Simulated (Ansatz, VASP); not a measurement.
**Si7Ge: VASP beside Ansatz**

Contents of INCAR:

```
SYSTEM = Si7Ge
ALGO = Normal ; EDIFF = 1E-6
ENCUT = 520 ; GGA = PS
ISIF = 2 ; ISMEAR = 0
LASPH = .TRUE. ; LCHARG = .TRUE.
LELF = .TRUE. ; LREAL = .FALSE.
LVHAR = .TRUE. ; LWAVE = .FALSE.
NBANDS = 31 ; NELM = 60
PREC = Accurate ; SIGMA = 0.03
```

KPOINTS

```
k-points
0
G
  8 8 8
  0 0 0
```

File POSCAR:

```
Si7Ge
1.0
    5.2905224863      0.0000000000      0.0000000000
    0.0000000000      5.2905224863      0.0000000000
    0.0000000000      0.0000000000      4.8820941504
Si Ge
7 1
Direct
    0.2525986838      0.2525986838      0.2525986838
    0.0000000000      0.5000000000      0.5000000000
    0.5000000000      0.5000000000      0.0000000000
    0.5000000000      0.0000000000      0.5000000000
    0.7474013162      0.2525986838      0.7474013162
    0.7474013162      0.7474013162      0.2525986838
    0.2525986838      0.7474013162      0.7474013162
    0.0000000000      0.0000000000      0.0000000000
```

Input for Ansatz:

```yaml
crystal:
  lattice:
    - [5.2905224863, 0.0, 0.0]
    - [0.0, 5.2905224863, 0.0]
    - [0.0, 0.0, 4.8820941504]
  atoms:
    - { symbol: Si, position: [0.2525986838, 0.2525986838, 0.2525986838] }
    - { symbol: Si, position: [0.0, 0.5, 0.5] }
    - { symbol: Si, position: [0.5, 0.5, 0.0] }
    - { symbol: Si, position: [0.5, 0.0, 0.5] }
    - { symbol: Si, position: [0.7474013162, 0.2525986838, 0.7474013162] }
    - { symbol: Si, position: [0.7474013162, 0.7474013162, 0.2525986838] }
    - { symbol: Si, position: [0.2525986838, 0.7474013162, 0.7474013162] }
    - { symbol: Ge, position: [0.0, 0.0, 0.0] }
basis:
  ecutwfc: 420
kpoints:
  mp_grid: { grid: [8, 8, 8] }
hamiltonian:
  xc: pbesol
  pseudopotentials: { kind: paw, azcp: { folder: soft_1 } }
scf:
  occupations: { method: gaussian, width: 0.03 }
output:
  forces: true
  stress: true
  eigenvalues: true
```

Alike in both runs: task single point; functional PBEsol; k mesh 8 × 8 × 8; occupations gaussian, width 0.03 eV; no spin polarisation.

|  | VASP | Ansatz |
| --- | --- | --- |
| version | VASP 6.6.1 | Ansatz 0.2.0 |
| potentials or method | VASP PAW PBE potentials, release 64 (Si, Ge_d), cutoff 520 eV | scalar-relativistic, plane waves, PAW |
| valence electrons in the cell | 42 | 42 |

Ansatz gave:

```
gap on the k mesh at the Fermi level (eV)                     : none
pressure (GPa)                                                : 22.2
traceless stress, the component that is largest in VASP (GPa) : 3.03
rms of the force components (eV/Å)                            : 0.023
```

Q: Estimate VASP's values.

A: gap on the k mesh at the Fermi level (eV): none; pressure (GPa): 22.3; traceless stress, the component that is largest in VASP (GPa): 3.02; rms of the force components (eV/Å): 0.023.

VASP's potentials were made for PBE, not for PBEsol, and Ansatz warns of the same on its side. Atom by atom the forces differ by 0.005 eV/Å (rms over components). A gap of «none» marks a metal or a gap that the smearing closes.
